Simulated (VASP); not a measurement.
# La (Fm-3m) in VASP: a series of runs, part 2 of 2

VASP 6.6.1. Earlier steps stand in the parts before.

## Step 3: Single point, PBE

This run uses another cell than the first one, of 34.25 Å³/atom, 1.028 times its volume.

The input, INCAR:

```
PREC = Accurate
ENCUT = 520
EDIFF = 1E-6
ISMEAR = -1
SIGMA = 0.1
LREAL = F
LASPH = T
NELM = 100
ALGO = Normal
ISIF = 2
LWAVE = F
LCHARG = F
GGA = PE
NBANDS = 12
```

The input, KPOINTS:

```
Automatic mesh
0
Gamma
  8 8 8
```

The input, POSCAR:

```
La
1.0
    0.0000000000      2.5776365234      2.5776365234
    2.5776365234      0.0000000000      2.5776365234
    2.5776365234      2.5776365234      0.0000000000
La
1
Direct
    0.0000000000      0.0000000000      0.0000000000
```

Potentials or basis: VASP PAW PBE potentials, release 64 (La).

Launch:

```sh
$ cat potpaw_PBE.64/La/POTCAR > POTCAR
$ mpirun -np 1 vasp_std > vasp.out
```

OUTCAR:

```text
PREC = Accurate
   ENCUT = 520
   EDIFF = 1E-6
   ISMEAR = -1
   LREAL = F
   LASPH = T
   NELM = 100
   ISIF = 2
   GGA = PE

 ion  position               nearest neighbor table
   1  0.000  0.000  0.000-

  LATTYP: Found a face centered cubic cell.
 ALAT       =     5.1552730468

  Lattice vectors:

 A1 = (   0.0000000000,   2.5776365234,   2.5776365234)
 A2 = (   2.5776365234,   0.0000000000,   2.5776365234)
 A3 = (   2.5776365234,   2.5776365234,   0.0000000000)

Analysis of symmetry for initial positions (statically):
=====================================================================
 Subroutine PRICEL returns:
 Original cell was already a primitive cell.

 Routine SETGRP: Setting up the symmetry group for a
 face centered cubic supercell.

 Subroutine GETGRP returns: Found 48 space group operations
 (whereof 48 operations were pure point group operations)
 out of a pool of 48 trial point group operations.

The static configuration has the point symmetry O_h .

Analysis of symmetry for dynamics (positions and initial velocities):
[... 160 lines left out ...]
 fundamental gap:      0.0442674743
 Fermi energy:         8.6575519845

 k-point     1 :       0.0000    0.0000    0.0000
  band No.  band energies     occupation
      1     -24.0922      2.00000
      2      -6.9102      2.00000
      3      -6.9102      2.00000
      4      -6.9102      2.00000
      5       5.5738      2.00000
      6      10.0393      0.00000
      7      10.2163      0.00000
      8      10.2163      0.00000
      9      10.2163      0.00000
     10      10.6340      0.00000
     11      10.6340      0.00000
     12      10.6340      0.00000
[... 331 lines left out ...]
 k-point    24 :      -0.3750    0.2500    0.1250
  band No.  band energies     occupation
      1     -23.7784      2.00000
      2      -8.4251      2.00000
      3      -7.6188      2.00000
      4      -7.2846      2.00000
      5       7.9856      1.99759
      6       8.4007      1.85757
      7      10.1080      0.00000
      8      10.4560      0.00000
      9      10.5775      0.00000
     10      10.7459      0.00000
     11      11.0502      0.00000
     12      11.1932      0.00000

 [... further k-points ...]
[... 5 lines left out ...]
  --------------------------------------------------------------------------------------
  -------------------------------------------------------------------------------------
  Total        0.3953027      0.3953027      0.3953027     -0.0000000      0.0000000     -0.0000000
  in kB       18.4903603     18.4903603     18.4903603     -0.0000000      0.0000000     -0.0000000
  external PRESSURE =      18.4903603 kB  Pullay stress =       0.0000000 kB

 VOLUME and BASIS-vectors are now :
 -----------------------------------------------------------------------------
  energy-cutoff  :      520.00
  volume of cell :       34.25
      direct lattice vectors                 reciprocal lattice vectors
     0.000000000  2.577636523  2.577636523    -0.193976147  0.193976147  0.193976147
     2.577636523  0.000000000  2.577636523     0.193976147 -0.193976147  0.193976147
     2.577636523  2.577636523  0.000000000     0.193976147  0.193976147 -0.193976147

 POSITION                                       TOTAL-FORCE (eV/Angst)
 -----------------------------------------------------------------------------------
      0.00000      0.00000      0.00000        -0.000000      0.000000     -0.000000
 -----------------------------------------------------------------------------------
    total drift:                                0.000000      0.000000      0.000000

  FREE ENERGIE OF THE ION-ELECTRON SYSTEM (eV)
  ---------------------------------------------------
  free  energy   TOTEN  =        -4.8999194639 eV

  energy  without entropy=       -4.8499972943  energy(sigma->0) =       -4.87495838
```

OSZICAR:

```text
N       E                     dE             d eps       ncg     rms          rms(c)
DAV:   1     0.961401781681E+02    0.96140E+02   -0.37992E+03   696   0.119E+03
DAV:   2     0.987750905093E+00   -0.95152E+02   -0.91840E+02   896   0.183E+02
DAV:   3    -0.464692237720E+01   -0.56347E+01   -0.54622E+01   932   0.748E+01
DAV:   4    -0.490780944878E+01   -0.26089E+00   -0.25971E+00  1340   0.109E+01
DAV:   5    -0.491556157999E+01   -0.77521E-02   -0.77483E-02  1212   0.190E+00    0.245E+00
DAV:   6    -0.489992932018E+01    0.15632E-01   -0.12181E-02  1308   0.932E-01    0.144E+00
DAV:   7    -0.489580325319E+01    0.41261E-02   -0.35816E-02   920   0.148E+00    0.204E-01
DAV:   8    -0.489703808026E+01   -0.12348E-02   -0.27781E-03  1236   0.393E-01    0.193E-01
DAV:   9    -0.489738737327E+01   -0.34929E-03   -0.22475E-04  1160   0.748E-02    0.186E-01
DAV:  10    -0.490029612457E+01   -0.29088E-02   -0.14138E-02   964   0.110E+00    0.279E-01
DAV:  11    -0.489990191522E+01    0.39421E-03   -0.18967E-03  1296   0.435E-01    0.691E-02
DAV:  12    -0.489991432521E+01   -0.12410E-04   -0.88443E-05  1376   0.872E-02    0.257E-02
DAV:  13    -0.489992018271E+01   -0.58575E-05   -0.14812E-05  1328   0.454E-02    0.692E-03
DAV:  14    -0.489991946391E+01    0.71880E-06   -0.14121E-06   892   0.128E-02
   1 F= -.48999195E+01 E0= -.48749584E+01  d E =-.499222E-01
```

stdout:

```text
POSCAR found type information on POSCAR La
 POSCAR found :  1 types and       1 ions
 scaLAPACK will be used
 LDA part: xc-table for (Slater+PW92), standard interpolation
 POSCAR, INCAR and KPOINTS ok, starting setup
 FFT: planning ... GRIDC
 FFT: planning ... GRID_SOFT
 FFT: planning ... GRID
 WAVECAR not read
 entering main loop
```

It took 11 s on 1 thread of Intel Xeon Platinum 8559C (Emerald Rapids), shared host; peak memory 0.17 GiB.

Results:

```
Free energy : -4.8999 eV
Pressure    : 1.8 GPa
```

Caveat: spin-orbit coupling is left out, which moves the levels of the heavy elements.

## Step 4: Single point, PBE

This run uses another cell than the first one, of 35.18 Å³/atom, 1.056 times its volume.

The input, INCAR:

```
PREC     = Accurate       # precision mode
ENCUT    = 520            # plane-wave cutoff, eV
EDIFF    = 1E-6           # SCF threshold, eV
ISMEAR   = -1             # smearing method
SIGMA    = 0.1            # smearing width, eV
LREAL    = F              # projectors in reciprocal space
LASPH    = T              # aspherical terms in the spheres
NELM     = 100            # most SCF steps
ALGO     = Normal         # electronic algorithm
ISIF     = 2              # what is computed and relaxed
LWAVE    = F              # write WAVECAR
LCHARG   = F              # write CHGCAR
GGA      = PE             # functional
NBANDS   = 12             # bands
```

KPOINTS is that of step 3.

The input, POSCAR:

```
La
1.0
    0.0000000000      2.6006523530      2.6006523530
    2.6006523530      0.0000000000      2.6006523530
    2.6006523530      2.6006523530      0.0000000000
La
1
Direct
    0.0000000000      0.0000000000      0.0000000000
```

Launch:

```sh
$ cat potpaw_PBE.64/La/POTCAR > POTCAR
$ mpirun -np 1 vasp_std > vasp.out
```

Wall time 12 s (1 thread of Intel Xeon Platinum 8559C (Emerald Rapids), shared host); peak memory 0.17 GiB.

It converged, with:

```
Free energy : -4.9088 eV
Pressure    : 1.1 GPa
```

Levels at points of the mesh, in eV from the Fermi level:
```tsv
k point	band 1	band 2	band 3	band 4	band 5	band 6	band 7	band 8	band 9	band 10
(0.00, 0.00, 0.00)	-32.78	-15.66	-15.66	-15.66	-3.12	1.36	1.54	1.54	1.54	1.92
(0.50, 0.00, 0.00)	-32.54	-17.28	-15.87	-15.87	-1.76	1.31	1.31	1.39	1.96	1.96
(0.50, 0.50, 0.00)	-32.46	-17.16	-16.24	-16.24	-2.11	-1.51	2.04	2.04	2.04	2.06
```

Caveat: spin-orbit coupling is left out, which moves the levels of the heavy elements.

## Step 5: Single point, PBE

This run uses another cell than the first one, of 36.10 Å³/atom, 1.083 times its volume.

The input, INCAR:

```
PREC     = Accurate       # precision mode
ENCUT    = 520            # plane-wave cutoff, eV
EDIFF    = 1E-7           # SCF threshold, eV
ISMEAR   = -1             # smearing method
SIGMA    = 0.1            # smearing width, eV
LREAL    = False          # projectors in reciprocal space
LASPH    = True           # aspherical terms in the spheres
NELM     = 80             # most SCF steps
ALGO     = Normal         # electronic algorithm
ISIF     = 2              # what is computed and relaxed
LWAVE    = False          # write WAVECAR
LCHARG   = False          # write CHGCAR
GGA      = PE             # functional
NBANDS   = 12             # bands
```

KPOINTS is that of step 4.

The input, POSCAR:

```
La
1.0
    0.0000000000      2.6232678565      2.6232678565
    2.6232678565      0.0000000000      2.6232678565
    2.6232678565      2.6232678565      0.0000000000
La
1
Direct
    0.0000000000      0.0000000000      0.0000000000
```

Launch:

```sh
$ cat potpaw_PBE.64/La/POTCAR > POTCAR
$ mpirun -np 1 vasp_std > vasp.out
```

It took 16 s on 1 thread of Intel Xeon Platinum 8559C (Emerald Rapids), shared host; peak memory 0.16 GiB.

Results (log left out):

```
Free energy : -4.9137 eV
Pressure    : 0.5 GPa
```

Levels at points of the mesh, in eV from the Fermi level:
| k point | band 2 | band 3 | band 4 | band 5 | band 6 | band 7 | band 8 | band 9 |
| --- | --- | --- | --- | --- | --- | --- | --- | --- |
| (0.00, 0.00, 0.00) | -15.75 | -15.75 | -15.75 | -3.15 | 1.34 | 1.51 | 1.51 | 1.51 |
| (0.50, 0.00, 0.00) | -17.26 | -15.95 | -15.95 | -1.73 | 1.30 | 1.30 | 1.36 | 1.91 |
| (0.50, 0.50, 0.00) | -17.15 | -16.29 | -16.29 | -2.04 | -1.45 | 1.97 | 1.97 | 1.98 |

Caveat: spin-orbit coupling is left out, which moves the levels of the heavy elements.

## Step 6: Overview

```tsv
cell	gap on the mesh (eV)	pressure (GPa)
a = 3.612 Å, angles 60.0°, 1 atom	none	2.7
a = 3.645 Å, angles 60.0°, 1 atom	none	1.8
a = 3.678 Å, angles 60.0°, 1 atom	none	1.1
a = 3.710 Å, angles 60.0°, 1 atom	none	0.5
```

Alike in all rows: task single point; level PBE; potentials or basis VASP PAW PBE potentials, release 64 (La); no spin polarisation; k mesh 8 × 8 × 8; cutoff (eV) 520; smearing fermi-dirac 0.1 eV.

Caveats: spin-orbit coupling is left out, which moves the levels of the heavy elements.

Absolute energies hang on the potentials; compare differences alone.
